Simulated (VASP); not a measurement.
# Gd (Im-3m) in VASP: further runs

Runs on Gd. Level: PBE+U. Tasks: single point, density of states.

Program: VASP 6.6.1. These are calculated values, not measurements. Logs are shortened: lines on timing, memory, paths and dates and some standing lists are left out, and cuts for length are marked.

## (1) The cell of the first run

It takes space group Im-3m (No. 229, cubic). The conventional cell has a = 4.050 Å, b = 4.050 Å, c = 4.050 Å, α = 90.00°, β = 90.00°, γ = 90.00°. Within 4.6 Å of Gd (site symmetry m-3m) lie 14 Gd at 3.51 to 4.05 Å.

## (2) Single point, PBE+U, collinear spin, ferromagnetic start

File INCAR:

```
PREC = Accurate
ENCUT = 520
EDIFF = 1E-6
ISMEAR = -1
SIGMA = 0.03
LREAL = F
LASPH = T
NELM = 150
ALGO = Normal
ISIF = 2
LWAVE = F
LCHARG = T
ISPIN = 2
MAGMOM = 7
LORBIT = 11
LMAXMIX = 6
LDAU = T
LDAUTYPE = 2
LDAUL = 3
LDAUU = 3
LDAUJ = 0
LDAUPRINT = 1
GGA = PE
LELF = T
LVHAR = T
NBANDS = 19
```

File KPOINTS:

```
regular mesh
0
Gamma
  11 11 11
```

File POSCAR:

```
Gd
1.0
   -2.0250000000      2.0250000000      2.0250000000
    2.0250000000     -2.0250000000      2.0250000000
    2.0250000000      2.0250000000     -2.0250000000
Gd
1
Direct
    0.0000000000      0.0000000000      0.0000000000
```

Potentials or basis: VASP PAW PBE potentials, release 64 (Gd).

On the command line:

```sh
$ cat potpaw_PBE.64/Gd/POTCAR > POTCAR
$ mpirun -np 1 vasp_std > vasp.out
```

OUTCAR:

```text
PREC = Accurate
   ENCUT = 520
   EDIFF = 1E-6
   ISMEAR = -1
   LREAL = F
   LASPH = T
   NELM = 150
   ISIF = 2
   ISPIN = 2
   LORBIT = 11
   GGA = PE

 ion  position               nearest neighbor table
   1  0.000  0.000  0.000-

  LATTYP: Found a body centered cubic cell.
 ALAT       =     4.0500000000

  Lattice vectors:

 A1 = (  -2.0250000000,   2.0250000000,   2.0250000000)
 A2 = (   2.0250000000,  -2.0250000000,   2.0250000000)
 A3 = (   2.0250000000,   2.0250000000,  -2.0250000000)

Analysis of symmetry for initial positions (statically):
=====================================================================
 Subroutine PRICEL returns:
 Original cell was already a primitive cell.

 Routine SETGRP: Setting up the symmetry group for a
 body centered cubic supercell.

 Subroutine GETGRP returns: Found 48 space group operations
[... 9 lines left out ...]

 Routine SETGRP: Setting up the symmetry group for a
 body centered cubic supercell.

 Subroutine GETGRP returns: Found 48 space group operations
 (whereof 48 operations were pure point group operations)
 out of a pool of 48 trial point group operations.

The dynamic configuration has the point symmetry O_h .

Analysis of structural, dynamic, and magnetic symmetry:
=====================================================================
 Subroutine PRICEL returns:
 Original cell was already a primitive cell.

 Routine SETGRP: Setting up the symmetry group for a
 body centered cubic supercell.

 Subroutine GETGRP returns: Found 48 space group operations
 (whereof 48 operations were pure point group operations)
 out of a pool of 48 trial point group operations.

The overall configuration has the point symmetry O_h .

 Subroutine INISYM returns: Found 48 space group operations
[... 5 lines left out ...]
                                     Primitive cell

  volume of cell :      33.2151

  direct lattice vectors                    reciprocal lattice vectors
    -2.025000000  2.025000000  2.025000000     0.000000000  0.246913580  0.246913580
     2.025000000 -2.025000000  2.025000000     0.246913580  0.000000000  0.246913580
     2.025000000  2.025000000 -2.025000000     0.246913580  0.246913580  0.000000000

  length of vectors
     3.507402885  3.507402885  3.507402885     0.349188534  0.349188534  0.349188534

  position of ions in fractional coordinates (direct lattice)
     0.000000000  0.000000000  0.000000000

  ion indices of the primitive-cell ions
   primitive index   ion index
                 1           1

----------------------------------------------------------------------------------------

 KPOINTS: regular mesh

Automatic generation of k-mesh.
 Grid dimensions read from file:
 generate k-points for:   11   11   11

 Generating k-lattice:

  Cartesian coordinates                     Fractional coordinates (reciprocal lattice)
[... 75 lines left out ...]
   ISMEAR =    -1;   SIGMA  =   0.03  broadening in eV -4-tet -1-fermi 0-gaus
   EFERMI_NEDOS =   21; number of points for ismear=-14 and -15
   IALGO  =     38    algorithm
   IMIX   =      4    mixing-type and parameters
     AMIX     =   0.40;   BMIX     =  1.00
     AMIX_MAG =   1.60;   BMIX_MAG =  1.00
  volume/ion in A,a.u.               =      33.22       224.15
  Fermi-wavevector in a.u.,A,eV,Ry     =   1.334711  2.522238 24.238153  1.781454
  Thomas-Fermi vector in A             =   2.463472
   LORBIT       =     11    0 simple, 1 ext, 2 COOP (PROOUT), +10 PAW based schemes
 LDA+U is selected, type is set to LDAUTYPE =  2
   angular momentum for each species LDAUL =     3
   U (eV)           for each species LDAUU =   3.0
   J (eV)           for each species LDAUJ =   0.0
   GGA     = PE    functional components
   LHFCALC =     F    Hartree Fock is set to
   AEXX    =    0.0000 exact exchange contribution
   IVDW    =     0    specifies the selected vdW correction
   LEPSILON=     F    determine dielectric tensor
   LRPA    =     F    only Hartree local field effects (RPA)
 spin polarized calculation
  energy-cutoff  :      520.00
  volume of cell :       33.22
 maximum number of plane-waves:       935
 NGX is ok and might be reduce to    28
   NGX = 13   NGY = 13   NGZ = 13

atom =   1  type =  1  l = 3

 onsite density matrix

spin component  1

  0.9889  0.0000 -0.0002 -0.0000 -0.0000  0.0000  0.0000
  0.0000  0.9880 -0.0000  0.0000  0.0000 -0.0000 -0.0000
 -0.0002 -0.0000  0.9890  0.0000 -0.0000 -0.0000  0.0000
 -0.0000  0.0000  0.0000  0.9888  0.0000  0.0000  0.0000
 -0.0000  0.0000 -0.0000  0.0000  0.9890 -0.0000  0.0002
  0.0000 -0.0000 -0.0000  0.0000 -0.0000  0.9891 -0.0000
  0.0000 -0.0000  0.0000  0.0000  0.0002 -0.0000  0.9889

spin component  2

  0.0017  0.0000 -0.0001  0.0000  0.0000 -0.0000 -0.0000
  0.0000  0.0008  0.0000  0.0000 -0.0000  0.0000  0.0000
 -0.0001  0.0000  0.0018 -0.0000  0.0000  0.0000 -0.0000
  0.0000  0.0000 -0.0000  0.0016 -0.0000 -0.0000 -0.0000
  0.0000 -0.0000  0.0000 -0.0000  0.0018  0.0000  0.0001
 -0.0000  0.0000  0.0000 -0.0000  0.0000  0.0019  0.0000
 -0.0000  0.0000 -0.0000 -0.0000  0.0001  0.0000  0.0017

 occupancies and eigenvectors

  o =  0.0008  v =  0.0000  0.0000  0.0000  0.0000  0.0000  0.0000  0.0000  0.0000 -1.0000  0.0000  0.0000 -0.0000  0.0000  0.0000      0.0000  0.0000  0.0000  0.0000  0.0000  0.0000  0.0000  0.0000  0.0000  0.0000  0.0000  0.0000  0.0000  0.0000
  o =  0.0016  v =  0.0000  0.0000  0.0000  0.0000  0.0000  0.0000  0.0000  0.0001 -0.0000  0.0001 -1.0000  0.0001 -0.0000 -0.0001      0.0000  0.0000  0.0000  0.0000  0.0000  0.0000  0.0000  0.0000  0.0000  0.0000  0.0000  0.0000  0.0000  0.0000
  o =  0.0016  v =  0.0000  0.0000  0.0000  0.0000  0.0000  0.0000  0.0000 -0.7906 -0.0000 -0.6124 -0.0002  0.0005 -0.0000 -0.0007      0.0000  0.0000  0.0000  0.0000  0.0000  0.0000  0.0000  0.0000  0.0000  0.0000  0.0000  0.0000  0.0000  0.0000
  o =  0.0016  v =  0.0000  0.0000  0.0000  0.0000  0.0000  0.0000  0.0000  0.0007 -0.0000  0.0005  0.0001  0.6124  0.0000 -0.7906      0.0000  0.0000  0.0000  0.0000  0.0000  0.0000  0.0000  0.0000  0.0000  0.0000  0.0000  0.0000  0.0000  0.0000
  o =  0.0019  v =  0.0000  0.0000  0.0000  0.0000  0.0000  0.0000  0.0000  0.0003  0.0000 -0.0004 -0.0000 -0.0003  1.0000 -0.0003      0.0000  0.0000  0.0000  0.0000  0.0000  0.0000  0.0000  0.0000  0.0000  0.0000  0.0000  0.0000  0.0000  0.0000
  o =  0.0019  v =  0.0000  0.0000  0.0000  0.0000  0.0000  0.0000  0.0000 -0.0045 -0.0000  0.0058  0.0000 -0.7905 -0.0004 -0.6124      0.0000  0.0000  0.0000  0.0000  0.0000  0.0000  0.0000  0.0000  0.0000  0.0000  0.0000  0.0000  0.0000  0.0000
  o =  0.0019  v =  0.0000  0.0000  0.0000  0.0000  0.0000  0.0000  0.0000  0.6124 -0.0000 -0.7905  0.0000 -0.0058 -0.0006 -0.0045      0.0000  0.0000  0.0000  0.0000  0.0000  0.0000  0.0000  0.0000  0.0000  0.0000  0.0000  0.0000  0.0000  0.0000
  o =  0.9880  v =  0.0000  1.0000  0.0000  0.0000 -0.0000 -0.0000  0.0000  0.0000  0.0000  0.0000  0.0000  0.0000  0.0000  0.0000      0.0000  0.0000  0.0000  0.0000  0.0000  0.0000  0.0000  0.0000  0.0000  0.0000  0.0000  0.0000  0.0000  0.0000
  o =  0.9888  v = -0.0010 -0.0000 -0.0008  0.6870 -0.4450 -0.0000  0.5744  0.0000  0.0000  0.0000  0.0000  0.0000  0.0000  0.0000      0.0000  0.0000  0.0000  0.0000  0.0000  0.0000  0.0000  0.0000  0.0000  0.0000  0.0000  0.0000  0.0000  0.0000
  o =  0.9888  v = -0.0007 -0.0000 -0.0006 -0.7266 -0.4207  0.0000  0.5432  0.0000  0.0000  0.0000  0.0000  0.0000  0.0000  0.0000      0.0000  0.0000  0.0000  0.0000  0.0000  0.0000  0.0000  0.0000  0.0000  0.0000  0.0000  0.0000  0.0000  0.0000
  o =  0.9888  v = -0.7906  0.0000 -0.6124 -0.0002  0.0010  0.0000 -0.0012  0.0000  0.0000  0.0000  0.0000  0.0000  0.0000  0.0000      0.0000  0.0000  0.0000  0.0000  0.0000  0.0000  0.0000  0.0000  0.0000  0.0000  0.0000  0.0000  0.0000  0.0000
  o =  0.9891  v =  0.6124  0.0000 -0.7906 -0.0000 -0.0011 -0.0021 -0.0009  0.0000  0.0000  0.0000  0.0000  0.0000  0.0000  0.0000      0.0000  0.0000  0.0000  0.0000  0.0000  0.0000  0.0000  0.0000  0.0000  0.0000  0.0000  0.0000  0.0000  0.0000
  o =  0.9891  v = -0.0014 -0.0000  0.0018 -0.0000 -0.1616 -0.9789 -0.1252  0.0000  0.0000  0.0000  0.0000  0.0000  0.0000  0.0000      0.0000  0.0000  0.0000  0.0000  0.0000  0.0000  0.0000  0.0000  0.0000  0.0000  0.0000  0.0000  0.0000  0.0000
  o =  0.9891  v =  0.0006  0.0000 -0.0008 -0.0000  0.7739 -0.2044  0.5994  0.0000  0.0000  0.0000  0.0000  0.0000  0.0000  0.0000      0.0000  0.0000  0.0000  0.0000  0.0000  0.0000  0.0000  0.0000  0.0000  0.0000  0.0000  0.0000  0.0000  0.0000

 number of electron      18.0000008 magnetization       7.8224055

 Free energy of the ion-electron system (eV)
  ---------------------------------------------------
  ext. energy  EPLUGINS =         0.00000000
  ---------------------------------------------------
  free energy    TOTEN  =       -11.44578462 eV

  energy without entropy =      -11.44062870  energy(sigma->0) =      -11.44320666

 E-fermi :   2.9667     XC(G=0):  -9.9638

 val. band max:        2.9662627009   @ k =   0.2727   0.0909  -0.0000
 cond. band min:       2.9667782960   @ k =   0.1818   0.0909   0.0909
 fundamental gap:      0.0005155952
 Fermi energy:         2.9666687780

 spin component 1

 k-point     1 :       0.0000    0.0000    0.0000
  band No.  band energies     occupation
      1     -42.5388      1.00000
      2     -19.5266      1.00000
      3     -19.5266      1.00000
      4     -19.5266      1.00000
      5      -3.7326      1.00000
      6      -3.7326      1.00000
[... 1049 lines left out ...]
     18      11.7996      0.00000
     19      13.4874      0.00000

 [... further k-points ...]
[... 5 lines left out ...]
  --------------------------------------------------------------------------------------
  -------------------------------------------------------------------------------------
  Total        0.0591360      0.0591360      0.0591360      0.0000000      0.0000000      0.0000000
  in kB        2.8525138      2.8525138      2.8525138      0.0000000      0.0000000      0.0000000
  external PRESSURE =       2.8525138 kB  Pullay stress =       0.0000000 kB

 VOLUME and BASIS-vectors are now :
 -----------------------------------------------------------------------------
  energy-cutoff  :      520.00
  volume of cell :       33.22
      direct lattice vectors                 reciprocal lattice vectors
    -2.025000000  2.025000000  2.025000000     0.000000000  0.246913580  0.246913580
     2.025000000 -2.025000000  2.025000000     0.246913580  0.000000000  0.246913580
     2.025000000  2.025000000 -2.025000000     0.246913580  0.246913580  0.000000000

 POSITION                                       TOTAL-FORCE (eV/Angst)
 -----------------------------------------------------------------------------------
      0.00000      0.00000      0.00000        -0.000000     -0.000000      0.000000
 -----------------------------------------------------------------------------------
    total drift:                                0.000000      0.000000      0.000000

  FREE ENERGIE OF THE ION-ELECTRON SYSTEM (eV)
  ---------------------------------------------------
  free  energy   TOTEN  =       -11.4457846224 eV

  energy  without entropy=      -11.4406287043  energy(sigma->0) =      -11.44320666

 total charge

# of ion       s       p       d       f       tot
--------------------------------------------------
    1        2.073   5.566   0.612   6.928  15.178

 magnetization (x)

# of ion       s       p       d       f       tot
--------------------------------------------------
    1        0.001  -0.057   0.273   6.906   7.123
```

Wall time 1.8 min (1 thread of AMD EPYC 7R43 (Zen 3), shared host); peak memory 0.18 GiB.

Results:

```
Free energy                                           : -11.4458 eV
Pressure                                              : 0.3 GPa
Net moment                                            : 7.82 μB per cell
Site moments                                          : Gd +7.12 μB
Valence electrons inside the program's atomic spheres : Gd 15.18
```

Levels at points of the mesh, in eV from the Fermi level:
Spin up:
```tsv
k point	band 10	band 11	band 12	band 13	band 14	band 15	band 16	band 17
(0.00, 0.00, 0.00)	-6.59	-6.56	-5.13	1.22	1.22	1.22	3.44	3.44
```
Spin down:
```
           k point  band 1  band 2  band 3  band 4  band 5  band 6  band 7  band 8  band 9  band 10
(0.00, 0.00, 0.00)  -42.20  -20.03  -20.03  -20.03   -4.16    1.57    1.57    1.57    1.90     1.90
```

Eigenvalues of the final occupation matrices:
| site | spin | trace | eigenvalues |
| --- | --- | --- | --- |
| site 1 f | 1 | 6.92 | 0.99 0.99 0.99 0.99 0.99 0.99 0.99 |
| site 1 f | 2 | 0.01 | 0.00 0.00 0.00 0.00 0.00 0.00 0.00 |

Caveat: spin-orbit coupling is left out, which moves the levels of the heavy elements.

## (3) Single point, PBE+U, collinear spin, ferromagnetic start

File INCAR:

```
SYSTEM = Gd
ALGO     = Normal         ! electronic algorithm
EDIFF    = 1E-6           ! SCF threshold, eV
ENCUT    = 520            ! plane-wave cutoff, eV
GGA      = PE             ! functional
ISIF     = 2              ! what is computed and relaxed
ISMEAR   = -1             ! smearing method
ISPIN    = 2              ! spin polarisation
LASPH    = .TRUE.         ! aspherical terms in the spheres
LCHARG   = .TRUE.         ! write CHGCAR
LDAU     = .TRUE.         ! DFT+U
LDAUJ    = 0            
LDAUL    = 3              ! shell
LDAUPRINT= 1            
LDAUTYPE = 2            
LDAUU    = 8              ! U, eV
LELF     = .TRUE.         ! ELF
LMAXMIX  = 6              ! l up to which the mixer works
LORBIT   = 11             ! projections on sites
LREAL    = .FALSE.        ! projectors in reciprocal space
LVHAR    = .TRUE.       
LWAVE    = .FALSE.        ! write WAVECAR
MAGMOM   = 7              ! initial moments
NBANDS   = 19             ! bands
NELM     = 150            ! most SCF steps
PREC     = Accurate       ! precision mode
SIGMA    = 0.03           ! smearing width, eV
```

File KPOINTS:

```
k-points
0
G
  11 11 11
  0 0 0
```

POSCAR is that of step 2.

Potentials or basis: VASP PAW PBE potentials, release 64 (Gd).

On the command line:

```sh
$ cat potpaw_PBE.64/Gd/POTCAR > POTCAR
$ mpirun -np 1 vasp_std > vasp.out
```

Run time: 98 s. Hardware: 1 thread of AMD EPYC 7R43 (Zen 3), shared host; peak memory 0.18 GiB.

It converged, with:

| Quantity | Value |
| --- | --- |
| Free energy | -11.2549 eV |
| Pressure | 0.7 GPa |
| Net moment | 7.84 μB per cell |
| Site moments | Gd +7.14 μB |
| Valence electrons inside the program's atomic spheres | Gd 15.19 |

Levels at points of the mesh, in eV from the Fermi level:
Spin up:
| k point | band 9 | band 10 | band 11 | band 12 | band 13 | band 14 | band 15 | band 16 | band 17 | band 18 |
| --- | --- | --- | --- | --- | --- | --- | --- | --- | --- | --- |
| (0.00, 0.00, 0.00) | -8.91 | -8.91 | -8.88 | -5.13 | 1.23 | 1.23 | 1.23 | 3.45 | 3.45 | 9.88 |
Spin down:
| k point | band 1 | band 2 | band 3 | band 4 | band 5 | band 6 | band 7 | band 8 | band 9 | band 10 |
| --- | --- | --- | --- | --- | --- | --- | --- | --- | --- | --- |
| (0.00, 0.00, 0.00) | -42.14 | -19.99 | -19.99 | -19.99 | -4.16 | 2.50 | 2.50 | 2.50 | 4.00 | 4.00 |

Eigenvalues of the final occupation matrices:
| site | spin | trace | eigenvalues |
| --- | --- | --- | --- |
| site 1 f | 1 | 6.93 | 0.99 0.99 0.99 0.99 0.99 0.99 0.99 |
| site 1 f | 2 | 0.00 | 0.00 0.00 0.00 0.00 0.00 0.00 0.00 |

Caveat: spin-orbit coupling is left out, which moves the levels of the heavy elements. The state reached can hang on the start; a lower one may exist.

## (4) Density of states, PBE+U, collinear spin, ferromagnetic start

POSCAR is that of step 3.

File INCAR.step1:

```
SYSTEM = Gd
PREC     = Accurate       ! precision mode
ENCUT    = 520            ! plane-wave cutoff, eV
EDIFF    = 1E-6           ! SCF threshold, eV
ISMEAR   = -1             ! smearing method
SIGMA    = 0.03           ! smearing width, eV
LREAL    = .False.        ! projectors in reciprocal space
LASPH    = .True.         ! aspherical terms in the spheres
NELM     = 150            ! most SCF steps
ALGO     = Normal         ! electronic algorithm
ISIF     = 2              ! what is computed and relaxed
LWAVE    = .False.        ! write WAVECAR
LCHARG   = .True.         ! write CHGCAR
ISPIN    = 2              ! spin polarisation
MAGMOM   = 7              ! initial moments
LMAXMIX  = 6              ! l up to which the mixer works
LDAU     = .True.         ! DFT+U
LDAUTYPE = 2            
LDAUL    = 3              ! shell
LDAUU    = 6              ! U, eV
LDAUJ    = 0            
LDAUPRINT= 1            
GGA      = PE             ! functional
NBANDS   = 19             ! bands
```

File KPOINTS.step1:

```
Automatic mesh
0
Gamma
  11 11 11
  0 0 0
```

File INCAR.step2:

```
SYSTEM = Gd
PREC     = Accurate       ! precision mode
ENCUT    = 520            ! plane-wave cutoff, eV
EDIFF    = 1E-6           ! SCF threshold, eV
ISMEAR   = -5             ! smearing method
SIGMA    = 0.03           ! smearing width, eV
LREAL    = .False.        ! projectors in reciprocal space
LASPH    = .True.         ! aspherical terms in the spheres
NELM     = 150            ! most SCF steps
ALGO     = Normal         ! electronic algorithm
ISIF     = 2              ! what is computed and relaxed
LWAVE    = .False.        ! write WAVECAR
LCHARG   = .False.        ! write CHGCAR
ISPIN    = 2              ! spin polarisation
MAGMOM   = 7              ! initial moments
LORBIT   = 11             ! projections on sites
LMAXMIX  = 6              ! l up to which the mixer works
LDAU     = .True.         ! DFT+U
LDAUTYPE = 2            
LDAUL    = 3              ! shell
LDAUU    = 6              ! U, eV
LDAUJ    = 0            
LDAUPRINT= 1            
GGA      = PE             ! functional
NBANDS   = 19             ! bands
NEDOS    = 1001           ! points of the DOS
ICHARG   = 11             ! starting density
```

File KPOINTS.step2:

```
Automatic mesh
0
Gamma
  17 17 17
  0 0 0
```

On the command line:

```sh
$ cat potpaw_PBE.64/Gd/POTCAR > POTCAR
$ cp INCAR.step1 INCAR
$ cp KPOINTS.step1 KPOINTS
$ mpirun -np 1 vasp_std > vasp.out
$ cp INCAR.step2 INCAR
$ cp KPOINTS.step2 KPOINTS
$ mpirun -np 1 vasp_std > vasp.out
```

Run time: 2.4 min. Hardware: 1 thread of AMD EPYC 9R45 (Zen 5), shared host; peak memory 0.29 GiB.

Results (log left out):

```
Net moment                                            : 7.83 μB per cell
Site moments                                          : Gd +7.14 μB
Valence electrons inside the program's atomic spheres : Gd 15.18
```

Levels at points of the mesh, in eV from the Fermi level:
Spin up:
```tsv
k point	band 9	band 10	band 11	band 12	band 13	band 14	band 15	band 16	band 17	band 18
(0.00, 0.00, 0.00)	-7.99	-7.99	-7.96	-5.13	1.22	1.22	1.22	3.44	3.44	10.00
```
Spin down:
| k point | band 3 | band 4 | band 5 | band 6 | band 7 | band 8 |
| --- | --- | --- | --- | --- | --- | --- |
| (0.00, 0.00, 0.00) | -20.02 | -20.02 | -4.17 | 2.50 | 2.50 | 2.50 |

Eigenvalues of the final occupation matrices:
```
    site  spin  trace                         eigenvalues
site 1 f     1   6.93  0.99 0.99 0.99 0.99 0.99 0.99 0.99
site 1 f     2   0.00  0.00 0.00 0.00 0.00 0.00 0.00 0.00
```

Caveat: spin-orbit coupling is left out, which moves the levels of the heavy elements; tetrahedron occupations give inexact forces and stress in metals.

## (5) Overview

| task | U | k mesh for the DOS | occupations for the DOS | gap on the mesh (eV) | pressure (GPa) | moment (μB) |
| --- | --- | --- | --- | --- | --- | --- |
| single point | Gd f U = 3.0 eV | - | - | none | 0.3 | 7.82 |
| single point | Gd f U = 8.0 eV | - | - | none | 0.7 | 7.84 |
| density of states | Gd f U = 6.0 eV | 17 × 17 × 17 | tetrahedron | - | - | 7.83 |

Alike in all rows: level PBE+U; potentials or basis VASP PAW PBE potentials, release 64 (Gd); spin collinear, ferromagnetic start; cell as given; k mesh 11 × 11 × 11; cutoff (eV) 520; smearing fermi-dirac 0.03 eV.

Caveats: spin-orbit coupling is left out, which moves the levels of the heavy elements; tetrahedron occupations give inexact forces and stress in metals (some runs).

Absolute energies hang on the potentials; compare differences alone.
